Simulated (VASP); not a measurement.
# GaP (I4_1/amd) in VASP: further runs

Runs on GaP. Level: PBE. Tasks: single point, relaxation of cell and atoms.

Everything below comes from runs of VASP 6.6.1. Logs are shortened: lines on timing, memory, paths and dates and some standing lists are left out, and cuts for length are marked.

## 1. The cell of the first run

Symmetry: I4_1/amd, No. 141, tetragonal system. The conventional cell has a = 5.251 Å, b = 5.251 Å, c = 5.081 Å, α = 90.00°, β = 90.00°, γ = 90.00°. Within 3.4 Å of Ga (site symmetry -4m2) lie 6 P at 2.54 to 2.92 Å and 4 Ga at 2.92 Å. P (site symmetry -4m2) has 6 Ga at 2.54 to 2.92 Å and 4 P at 2.92 Å within 3.4 Å.

## 2. Single point, PBE

INCAR

```
PREC     = Accurate       # precision mode
ENCUT    = 520            # plane-wave cutoff, eV
EDIFF    = 1E-7           # SCF threshold, eV
ISMEAR   = 0              # smearing method
SIGMA    = 0.1            # smearing width, eV
LREAL    = False          # projectors in reciprocal space
LASPH    = True           # aspherical terms in the spheres
NELM     = 80             # most SCF steps
ALGO     = Normal         # electronic algorithm
ISIF     = 2              # what is computed and relaxed
LWAVE    = False          # write WAVECAR
LCHARG   = False          # write CHGCAR
GGA      = PE             # functional
NBANDS   = 26             # bands
```

KPOINTS

```
Automatic mesh
0
Gamma
  4 4 4
```

POSCAR

```
GaP
1.0
   -2.6254572887      2.6254572887      2.5405428886
    2.6254572887     -2.6254572887      2.5405428886
    2.6254572887      2.6254572887     -2.5405428886
Ga P
2 2
Direct
    0.7500000000      0.2500000000      0.5000000000
    0.0000000000      0.0000000000      0.0000000000
    0.5000000000      0.5000000000      0.0000000000
    0.2500000000      0.7500000000      0.5000000000
```

Potentials or basis: VASP PAW PBE potentials, release 64 (Ga_d, P).

Launch:

```console
$ cat potpaw_PBE.64/Ga_d/POTCAR potpaw_PBE.64/P/POTCAR > POTCAR
$ mpirun -np 1 vasp_std > vasp.out
```

OUTCAR:

```text
PREC = Accurate
   ENCUT = 520
   EDIFF = 1E-7
   ISMEAR = 0
   LREAL = False
   LASPH = True
   NELM = 80
   ISIF = 2
   GGA = PE

 ion  position               nearest neighbor table
   1  0.750  0.250  0.500-   4 2.54   4 2.54   2 2.92   3 2.92   3 2.92   2 2.92   3 2.92   3 2.92
                             2 2.92   2 2.92
   2  0.000  0.000  0.000-   3 2.54   3 2.54   1 2.92   1 2.92   4 2.92   1 2.92   4 2.92   1 2.92
                             4 2.92   4 2.92
   3  0.500  0.500  0.000-   2 2.54   2 2.54   1 2.92   4 2.92   4 2.92   1 2.92   4 2.92   4 2.92
                             1 2.92   1 2.92
   4  0.250  0.750  0.500-   1 2.54   1 2.54   2 2.92   2 2.92   3 2.92   2 2.92   3 2.92   2 2.92
                             3 2.92   3 2.92

  LATTYP: Found a body centered tetragonal cell.
 ALAT       =     5.2509145774
 C/A-ratio  =     0.9676572914

  Lattice vectors:

 A1 = (  -2.6254572887,   2.6254572887,   2.5405428886)
 A2 = (   2.6254572887,  -2.6254572887,   2.5405428886)
 A3 = (   2.6254572887,   2.6254572887,  -2.5405428886)

Analysis of symmetry for initial positions (statically):
=====================================================================
 Subroutine PRICEL returns:
 Original cell was already a primitive cell.

 Routine SETGRP: Setting up the symmetry group for a
 body centered tetragonal supercell.

 Subroutine GETGRP returns: Found 16 space group operations
 (whereof  8 operations were pure point group operations)
 out of a pool of 16 trial point group operations.

The static configuration has the point symmetry D_2d.
 The point group associated with its full space group is D_4h.

Analysis of symmetry for dynamics (positions and initial velocities):
=====================================================================
 Subroutine PRICEL returns:
 Original cell was already a primitive cell.

 Routine SETGRP: Setting up the symmetry group for a
 body centered tetragonal supercell.

 Subroutine GETGRP returns: Found 16 space group operations
 (whereof  8 operations were pure point group operations)
 out of a pool of 16 trial point group operations.

The dynamic configuration has the point symmetry D_2d.
 The point group associated with its full space group is D_4h.

 Subroutine INISYM returns: Found 16 space group operations
 (whereof  8 operations are pure point group operations),
 and found     1 'primitive' translations

----------------------------------------------------------------------------------------

                                     Primitive cell

  volume of cell :      70.0481

  direct lattice vectors                    reciprocal lattice vectors
    -2.625457289  2.625457289  2.540542889     0.000000000  0.190443014  0.196808329
     2.625457289 -2.625457289  2.540542889     0.190443014  0.000000000  0.196808329
     2.625457289  2.625457289 -2.540542889     0.190443014  0.190443014  0.000000000

  length of vectors
     4.498934331  4.498934331  4.498934331     0.273865040  0.273865040  0.269327094

  position of ions in fractional coordinates (direct lattice)
     0.750000000  0.250000000  0.500000000
     0.000000000  0.000000000  0.000000000
     0.500000000  0.500000000  0.000000000
     0.250000000  0.750000000  0.500000000

  ion indices of the primitive-cell ions
   primitive index   ion index
                 1           1
                 2           2
                 3           3
                 4           4

----------------------------------------------------------------------------------------

 KPOINTS: Automatic mesh

Automatic generation of k-mesh.
 Grid dimensions read from file:
 generate k-points for:    4    4    4

 Generating k-lattice:

  Cartesian coordinates                     Fractional coordinates (reciprocal lattice)
     0.000000000  0.047610754  0.049202082     0.250000000  0.000000000 -0.000000000
     0.047610754  0.000000000  0.049202082     0.000000000  0.250000000 -0.000000000
     0.047610754  0.047610754  0.000000000     0.000000000  0.000000000  0.250000000

  Length of vectors
     0.068466260  0.068466260  0.067331773

  Shift w.r.t. Gamma in fractional coordinates (k-lattice)
     0.000000000  0.000000000  0.000000000

 Subroutine IBZKPT returns following result:
 ===========================================

 Found     13 irreducible k-points:

 Following reciprocal coordinates:
            Coordinates               Weight
  0.000000  0.000000  0.000000      1.000000
  0.250000  0.000000 -0.000000      8.000000
  0.500000  0.000000 -0.000000      4.000000
  0.250000  0.250000 -0.000000      8.000000
  0.500000  0.250000 -0.000000     16.000000
 -0.250000  0.250000  0.000000      4.000000
  0.500000  0.500000 -0.000000      2.000000
  0.250000  0.250000  0.250000      2.000000
 -0.250000  0.250000  0.250000      4.000000
  0.500000  0.500000  0.250000      4.000000
 -0.250000  0.500000  0.250000      8.000000
 -0.250000 -0.250000  0.250000      2.000000
[... 72 lines left out ...]
 fundamental gap:      0.0205841365
 Fermi energy:         6.7010000080

 k-point     1 :       0.0000    0.0000    0.0000
  band No.  band energies     occupation
      1      -8.3702      2.00000
      2      -8.3587      2.00000
      3      -8.3208      2.00000
      4      -8.2863      2.00000
      5      -8.2749      2.00000
      6      -8.2749      2.00000
[... 18 lines left out ...]
     25      13.0509      0.00000
     26      14.6532      0.00000

 k-point     2 :       0.2500    0.0000   -0.0000
  band No.  band energies     occupation
      1      -8.3709      2.00000
      2      -8.3547      2.00000
      3      -8.3091      2.00000
      4      -8.2805      2.00000
      5      -8.2701      2.00000
      6      -8.2655      2.00000
[... 18 lines left out ...]
     25      12.0127      0.00000
     26      13.6886      0.00000

 k-point     3 :       0.5000    0.0000   -0.0000
  band No.  band energies     occupation
      1      -8.3654      2.00000
      2      -8.3410      2.00000
      3      -8.2943      2.00000
      4      -8.2903      2.00000
      5      -8.2713      2.00000
      6      -8.2700      2.00000
[... 18 lines left out ...]
     25      12.2970      0.00000
     26      14.5661      0.00000

 k-point     4 :       0.2500    0.2500   -0.0000
  band No.  band energies     occupation
      1      -8.3630      2.00000
      2      -8.3319      2.00000
      3      -8.3272      2.00000
      4      -8.2856      2.00000
      5      -8.2810      2.00000
      6      -8.2353      2.00000
[... 18 lines left out ...]
     25      13.2452      0.00000
     26      14.2625      0.00000

 k-point     5 :       0.5000    0.2500   -0.0000
  band No.  band energies     occupation
      1      -8.3797      2.00000
      2      -8.3639      2.00000
      3      -8.3367      2.00000
      4      -8.3111      2.00000
      5      -8.2674      2.00000
      6      -8.2216      2.00000
[... 18 lines left out ...]
     25      13.0384      0.00000
     26      14.5552      0.00000

 k-point     6 :      -0.2500    0.2500    0.0000
  band No.  band energies     occupation
      1      -8.3865      2.00000
      2      -8.3700      2.00000
      3      -8.3366      2.00000
      4      -8.2999      2.00000
      5      -8.2983      2.00000
      6      -8.2309      2.00000
[... 108 lines left out ...]
 k-point    10 :       0.5000    0.5000    0.2500
  band No.  band energies     occupation
      1      -8.3916      2.00000
      2      -8.3916      2.00000
      3      -8.3074      2.00000
      4      -8.3074      2.00000
      5      -8.2442      2.00000
      6      -8.2442      2.00000
[... 18 lines left out ...]
     25      15.9676      0.00000
     26      15.9752      0.00000

 k-point    11 :      -0.2500    0.5000    0.2500
  band No.  band energies     occupation
      1      -8.3790      2.00000
      2      -8.3410      2.00000
      3      -8.3097      2.00000
      4      -8.2775      2.00000
      5      -8.2644      2.00000
      6      -8.2580      2.00000
[... 18 lines left out ...]
     25      14.5006      0.00000
     26      14.8783      0.00000

 k-point    12 :      -0.2500   -0.2500    0.2500
  band No.  band energies     occupation
      1      -8.3584      2.00000
      2      -8.3196      2.00000
      3      -8.2893      2.00000
      4      -8.2662      2.00000
      5      -8.2662      2.00000
      6      -8.2556      2.00000
[... 18 lines left out ...]
     25      13.4607      0.00000
     26      14.8224      0.00000

 k-point    13 :       0.5000    0.5000    0.5000
  band No.  band energies     occupation
      1      -8.3800      2.00000
      2      -8.3800      2.00000
      3      -8.2712      2.00000
      4      -8.2712      2.00000
      5      -8.2597      2.00000
      6      -8.2597      2.00000
[... 18 lines left out ...]
     25      15.6544      0.00000
     26      15.6544      0.00000

------------------------ aborting loop because EDIFF is reached ----------------------------------------

  FORCE on cell =-STRESS in cart. coord.  units (eV):
  Direction    XX          YY          ZZ          XY          YZ          ZX
  --------------------------------------------------------------------------------------
  -------------------------------------------------------------------------------------
  Total       -0.0015598     -0.0015598     -0.0649226      0.0000000     -0.0000000      0.0000000
  in kB       -0.0356759     -0.0356759     -1.4849443      0.0000000     -0.0000000      0.0000000
  external PRESSURE =      -0.5187654 kB  Pullay stress =       0.0000000 kB

 VOLUME and BASIS-vectors are now :
 -----------------------------------------------------------------------------
  energy-cutoff  :      520.00
  volume of cell :       70.05
      direct lattice vectors                 reciprocal lattice vectors
    -2.625457289  2.625457289  2.540542889     0.000000000  0.190443014  0.196808329
     2.625457289 -2.625457289  2.540542889     0.190443014  0.000000000  0.196808329
     2.625457289  2.625457289 -2.540542889     0.190443014  0.190443014  0.000000000

 POSITION                                       TOTAL-FORCE (eV/Angst)
 -----------------------------------------------------------------------------------
      0.00000      2.62546      1.27027         0.000000     -0.000000      0.000000
      0.00000      0.00000      0.00000        -0.000000      0.000000      0.000000
      0.00000      0.00000      2.54054         0.000000      0.000000     -0.000000
      2.62546      0.00000      1.27027        -0.000000      0.000000      0.000000
 -----------------------------------------------------------------------------------
    total drift:                               -0.000000      0.000000     -0.000000

  FREE ENERGIE OF THE ION-ELECTRON SYSTEM (eV)
  ---------------------------------------------------
  free  energy   TOTEN  =       -14.8609620132 eV

  energy  without entropy=      -14.8473026978  energy(sigma->0) =      -14.85413236
```

Run time: 16 s. Hardware: 1 thread of Intel Xeon Platinum 8488C (Sapphire Rapids), shared host; peak memory 0.2 GiB.

Results:

| Property | Result |
| --- | --- |
| Free energy | -14.8610 eV |
| Pressure | -0.1 GPa |
| Band gap on the k mesh | zero (band 18 reaches 6.91 eV, above the bottom of band 19 at 6.07 eV) |

Levels at points of the mesh, in eV from the Fermi level:
| k point | band 14 | band 15 | band 16 | band 17 | band 18 | band 19 | band 20 | band 21 | band 22 | band 23 |
| --- | --- | --- | --- | --- | --- | --- | --- | --- | --- | --- |
| (0.00, 0.00, 0.00) | -3.61 | -3.54 | -3.37 | -3.37 | -1.57 | -0.64 | -0.64 | 0.57 | 0.57 | 2.88 |
| (0.50, 0.00, 0.00) | -5.44 | -4.12 | -2.68 | -0.75 | 0.00 | 0.99 | 1.61 | 3.34 | 3.39 | 4.60 |
| (0.50, 0.50, 0.00) | -4.98 | -4.79 | -4.79 | -0.49 | -0.49 | 0.38 | 0.38 | 4.53 | 4.53 | 4.73 |
| (0.50, 0.50, 0.50) | -6.57 | -6.09 | -6.09 | 0.06 | 0.06 | 1.83 | 1.83 | 2.99 | 2.99 | 8.22 |

Caveat: the k points lie up to 0.43 Å⁻¹ apart.

## 3. Single point, PBE

This run uses another cell than the first one, of 22.77 Å³/atom, 1.300 times its volume.

INCAR

```
PREC = Accurate
ENCUT = 520
EDIFF = 1E-6
ISMEAR = 0
SIGMA = 0.1
LREAL = False
LASPH = True
NELM = 80
ALGO = Normal
ISIF = 2
LWAVE = False
LCHARG = False
GGA = PE
NBANDS = 26
```

KPOINTS

```
regular mesh
0
Gamma
  4 4 4
```

POSCAR

```
GaP
1.0
   -2.8519876200      2.8519876200      2.7994415900
    2.8519876200     -2.8519876200      2.7994415900
    2.8519876200      2.8519876200     -2.7994415900
Ga P
2 2
Direct
    0.7500000000      0.2500000000      0.5000000000
    0.0000000000      0.0000000000      0.0000000000
    0.5000000000      0.5000000000      0.0000000000
    0.2500000000      0.7500000000      0.5000000000
```

Potentials or basis: VASP PAW PBE potentials, release 64 (Ga_d, P).

Launch:

```console
$ cat potpaw_PBE.64/Ga_d/POTCAR potpaw_PBE.64/P/POTCAR > POTCAR
$ mpirun -np 1 vasp_std > vasp.out
```

Run time: 21 s. Hardware: 1 thread of Intel Xeon Platinum 8488C (Sapphire Rapids), shared host; peak memory 0.23 GiB.

Results (log left out):

```
Free energy            : -14.0544 eV
Pressure               : -9.6 GPa
Band gap on the k mesh : zero (band 18 reaches 4.29 eV, above the bottom of band 19 at 3.73 eV)
```

Stress tensor (GPa, compression positive):
```
 -8.19   0.00   0.00
  0.00  -8.19   0.00
  0.00   0.00 -12.46
```

Levels at points of the mesh, in eV from the Fermi level:
| k point | band 16 | band 17 | band 18 | band 19 | band 20 | band 21 |
| --- | --- | --- | --- | --- | --- | --- |
| (0.00, 0.00, 0.00) | -2.46 | -2.46 | -2.24 | -0.29 | -0.29 | 0.96 |
| (0.50, 0.00, 0.00) | -1.67 | -0.66 | -0.30 | 0.48 | 1.15 | 2.49 |
| (0.50, 0.50, 0.00) | -3.76 | -0.20 | -0.20 | 0.13 | 0.13 | 3.85 |
| (0.50, 0.50, 0.50) | -4.49 | -0.71 | -0.71 | 1.38 | 1.38 | 2.63 |

Caveat: the k points lie up to 0.39 Å⁻¹ apart.

## 4. Single point, PBE

This run uses another cell than the first one, of 17.25 Å³/atom, 0.985 times its volume.

INCAR

```
SYSTEM = GaP
  PREC = Accurate
  ENCUT = 520
  EDIFF = 1E-6
  ISMEAR = 0
  SIGMA = 0.1
  LREAL = .False.
  LASPH = .True.
  NELM = 100
  ALGO = Normal
  ISIF = 2
  LWAVE = .False.
  LCHARG = .False.
  GGA = PE
  NBANDS = 26
```

KPOINTS

```
regular mesh
0
Gamma
  6 6 6
  0 0 0
```

POSCAR

```
GaP
1.0
   -2.6030998671      2.6030998671      2.5463796619
    2.6030998671     -2.6030998671      2.5463796619
    2.6030998671      2.6030998671     -2.5463796619
Ga P
2 2
Direct
    0.7500000000      0.2500000000      0.5000000000
    0.0000000000      0.0000000000      0.0000000000
    0.5000000000      0.5000000000      0.0000000000
    0.2500000000      0.7500000000      0.5000000000
```

Launch:

```console
$ cat potpaw_PBE.64/Ga_d/POTCAR potpaw_PBE.64/P/POTCAR > POTCAR
$ mpirun -np 1 vasp_std > vasp.out
```

It took 28 s on 1 thread of Intel Xeon Platinum 8488C (Sapphire Rapids), shared host; peak memory 0.22 GiB.

It converged, with:

```
Free energy            : -14.9922 eV
Pressure               : 0.1 GPa
Band gap on the k mesh : zero (band 18 reaches 7.38 eV, above the bottom of band 19 at 5.77 eV)
```

Stress tensor (GPa, compression positive):
```
-0.01  0.00  0.00
 0.00 -0.01  0.00
 0.00  0.00  0.34
```

Levels at points of the mesh, in eV from the Fermi level:
| k point | band 15 | band 16 | band 17 | band 18 | band 19 | band 20 | band 21 | band 22 |
| --- | --- | --- | --- | --- | --- | --- | --- | --- |
| (0.00, 0.00, 0.00) | -3.57 | -3.43 | -3.43 | -1.47 | -0.75 | -0.75 | 0.51 | 0.51 |
| (0.50, 0.00, 0.00) | -4.23 | -2.73 | -0.78 | -0.02 | 0.91 | 1.51 | 3.38 | 3.41 |
| (0.50, 0.50, 0.00) | -4.86 | -4.86 | -0.46 | -0.46 | 0.43 | 0.43 | 4.58 | 4.58 |
| (0.50, 0.50, 0.50) | -6.20 | -6.20 | 0.16 | 0.16 | 1.80 | 1.80 | 2.98 | 2.98 |

## 5. Relaxation of cell and atoms, PBE

This run uses another cell than the first one, of 22.77 Å³/atom, 1.300 times its volume.

INCAR

```
PREC     = Accurate       # precision mode
ENCUT    = 600            # plane-wave cutoff, eV
EDIFF    = 1E-6           # SCF threshold, eV
ISMEAR   = 0              # smearing method
SIGMA    = 0.1            # smearing width, eV
LREAL    = False          # projectors in reciprocal space
LASPH    = True           # aspherical terms in the spheres
NELM     = 60             # most SCF steps
ALGO     = Normal         # electronic algorithm
ISIF     = 3              # what is computed and relaxed
LWAVE    = False          # write WAVECAR
LCHARG   = False          # write CHGCAR
GGA      = PE             # functional
IBRION   = 2              # ionic algorithm
NSW      = 90             # ionic steps
EDIFFG   = -0.04          # ionic threshold
```

KPOINTS

```
Automatic mesh
0
Gamma
  4 4 4
```

POSCAR

```
GaP
1.0
   -2.8519876200      2.8519876200      2.7994415900
    2.8519876200     -2.8519876200      2.7994415900
    2.8519876200      2.8519876200     -2.7994415900
Ga P
2 2
Direct
    0.7500000000      0.2500000000      0.5000000000
    0.0000000000      0.0000000000      0.0000000000
    0.5000000000      0.5000000000      0.0000000000
    0.2500000000      0.7500000000      0.5000000000
```

Launch:

```console
$ cat potpaw_PBE.64/Ga_d/POTCAR potpaw_PBE.64/P/POTCAR > POTCAR
$ mpirun -np 1 vasp_std > vasp.out
```

It took 68 s on 1 thread of Intel Xeon Platinum 8488C (Sapphire Rapids), shared host; peak memory 0.25 GiB.

It converged, with:

```yaml
Free_energy: -14.8657 eV
Relaxed_volume: 17.65 Å³/atom
Relaxed_cell: a = 4.512 Å, b = 4.512 Å, c = 4.512 Å, α = 108.14°, β = 108.14°, γ = 112.17°
Space_group_after_relaxing_to_0.05_Å: I4_1/amd (No. 141)
Energy_gained_by_relaxing: 202.9 meV/atom
Ionic_steps: 5
Pressure_after_relaxing: 0.0 GPa
Band_gap_on_the_k_mesh: zero (band 18 reaches 6.73 eV, above the bottom of band 19 at 6.08 eV)
```

Stress tensor (GPa, compression positive):
```
-0.13  0.00  0.00
 0.00 -0.13  0.00
 0.00  0.00  0.28
```

The path:
| step | energy change (eV) | largest force (eV/Å) | pressure (GPa) | volume (Å³) |
| --- | --- | --- | --- | --- |
| 1 | 0.0000 | 0.0000 | -9.62 | 91.08 |
| 2 | -0.7800 | 0.0000 | -2.84 | 74.19 |
| 3 | -0.8098 | 0.0000 | -0.21 | 71.17 |
| 4 | -0.8096 | 0.0000 | 0.13 | 70.80 |
| 5 | -0.8115 | 0.0000 | 0.01 | 70.60 |

Final structure:
```xyz
4
Lattice="-2.6477 2.6477 2.5177 2.6477 -2.6477 2.5177 2.6477 2.6477 -2.5177" Properties=species:S:1:pos:R:3 pbc="T T T"
Ga    0.0000    2.6477    1.2589
Ga    0.0000    0.0000    0.0000
P     0.0000    0.0000    2.5177
P     2.6477    0.0000    1.2589
```

Levels at points of the mesh, in eV from the Fermi level:
| k point | band 14 | band 15 | band 16 | band 17 | band 18 | band 19 | band 20 | band 21 | band 22 |
| --- | --- | --- | --- | --- | --- | --- | --- | --- | --- |
| (0.00, 0.00, 0.00) | -3.57 | -3.55 | -3.36 | -3.36 | -1.60 | -0.50 | -0.50 | 0.69 | 0.69 |
| (0.50, 0.00, 0.00) | -5.48 | -4.06 | -2.62 | -0.74 | 0.02 | 1.16 | 1.82 | 3.29 | 3.47 |
| (0.50, 0.50, 0.00) | -4.89 | -4.64 | -4.64 | -0.57 | -0.57 | 0.29 | 0.29 | 4.53 | 4.53 |
| (0.50, 0.50, 0.50) | -6.45 | -6.03 | -6.03 | -0.01 | -0.01 | 1.87 | 1.87 | 3.05 | 3.05 |

Caveat: the k points lie up to 0.43 Å⁻¹ apart in the final cell; the volume moved by over 15 % at a fixed basis, so the end points are rough.

## 6. The runs side by side

```csv
task,cell,k mesh,cutoff (eV),gap on the mesh (eV),pressure (GPa)
single point,"a = 4.499 Å, angles 108.6, 108.6, 111.2°, 4 atoms",4 × 4 × 4,520,none,-0.1
single point,"a = 4.910 Å, angles 109.0, 109.0, 110.5°, 4 atoms",4 × 4 × 4,520,none,-9.6
single point,"a = 4.476 Å, angles 108.9, 108.9, 110.7°, 4 atoms",6 × 6 × 6,520,none,0.1
relaxation of cell and atoms,"relaxed from a = 4.910 Å, angles 109.0, 109.0, 110.5°, 4 atoms",4 × 4 × 4,600,none,0.0
```

Alike in all rows: level PBE; potentials or basis VASP PAW PBE potentials, release 64 (Ga_d, P); no spin polarisation; smearing gaussian 0.1 eV.

Caveats: some runs use coarse meshes; the volume moved by over 15 % at a fixed basis, so the end points are rough (some runs).

Absolute energies hang on the potentials; compare differences alone.
